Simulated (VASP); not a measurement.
A run of VASP 6.6.1:

Contents of INCAR:

```
PREC = Accurate
ENCUT = 520
EDIFF = 1E-6
ISMEAR = 0
SIGMA = 0.05
LREAL = F
LASPH = T
NELM = 80
ALGO = Normal
ISIF = 2
LWAVE = F
LCHARG = F
GGA = PS
NBANDS = 25
```

Contents of KPOINTS:

```
regular mesh
0
Gamma
  9 9 4
```

File POSCAR:

```
NaLiZnS2
1.0
    3.9820562985      0.0000000000      0.0000000000
   -1.9910281493      3.4485619138      0.0000000000
    0.0000000000      0.0000000000      7.0285655000
Na Li Zn S
1 1 1 2
Direct
    0.0000000000      0.0000000000      0.0261640000
    0.3333333333      0.6666666667      0.3566470000
    0.6666666667      0.3333333333      0.6116340000
    0.3333333333      0.6666666667      0.7338120000
    0.6666666667      0.3333333333      0.2717430000
```

Potentials or basis: VASP PAW PBE potentials, release 64 (Na_pv, Li_sv, Zn, S).

Run with:

```console
$ cat potpaw_PBE.64/Na_pv/POTCAR potpaw_PBE.64/Li_sv/POTCAR potpaw_PBE.64/Zn/POTCAR potpaw_PBE.64/S/POTCAR > POTCAR
$ mpirun -np 1 vasp_std > vasp.out
```

Hardware: 1 thread of AMD EPYC 9R45 96-Core Processor (Zen 5), with other jobs on the host.

Estimate the wall time of this run.

Wall time 56 s on 1 thread of AMD EPYC 9R45 96-Core Processor (Zen 5), on a shared host, peak memory 0.24 GiB. Counts: scf iterations 15, k points 43.
